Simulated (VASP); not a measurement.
## Y3W: single point with PBE

The system is Y3W.

```
Y W
1.0
     4.54648    0.00000    0.00000
     0.00000    4.54648    0.00000
     0.00000    0.00000    4.54648
Y W
3 1
Direct
  0.00000 0.50000 0.50000
  0.50000 0.00000 0.50000
  0.50000 0.50000 0.00000
  0.00000 0.00000 0.00000
```

```yaml
Program: VASP 6.6.1
Task: single point
Functional: PBE
Potentials_or_basis: VASP PAW PBE potentials, release 64 (Y_sv, W_sv)
Cutoff: 500 eV
k_mesh: 4 × 4 × 4
Occupations: gaussian, width 0.1 eV
Spin: no spin polarisation
Dipole_correction: no
Further_INCAR_settings: ALGO = Normal; EDIFF = 1e-06; NBANDS = 32
```

```yaml
Pressure: 7.3 GPa
Band_gap_on_the_k_mesh: zero (an odd number of electrons rules out a gap without spin polarisation)
```

Levels at points of the mesh, in eV from the Fermi level:
| k point | band 21 | band 22 | band 23 | band 24 | band 25 | band 26 |
| --- | --- | --- | --- | --- | --- | --- |
| (0.00, 0.00, 0.00) | -2.09 | -2.09 | -2.09 | 1.28 | 1.28 | 1.28 |
| (0.50, 0.00, 0.00) | -1.23 | -0.54 | -0.54 | -0.22 | 0.08 | 0.08 |
| (0.50, 0.50, 0.00) | -0.71 | -0.60 | -0.60 | -0.20 | -0.12 | 0.46 |
| (0.50, 0.50, 0.50) | 0.10 | 0.10 | 0.90 | 0.90 | 0.90 | 1.22 |

Wall time 40 s on 1 thread of Intel Xeon 8259CL, with other jobs on the host, peak memory 0.22 GiB.

Caveat: the cell stands under pressure; spin-orbit coupling is left out, which moves the levels of the heavy elements.
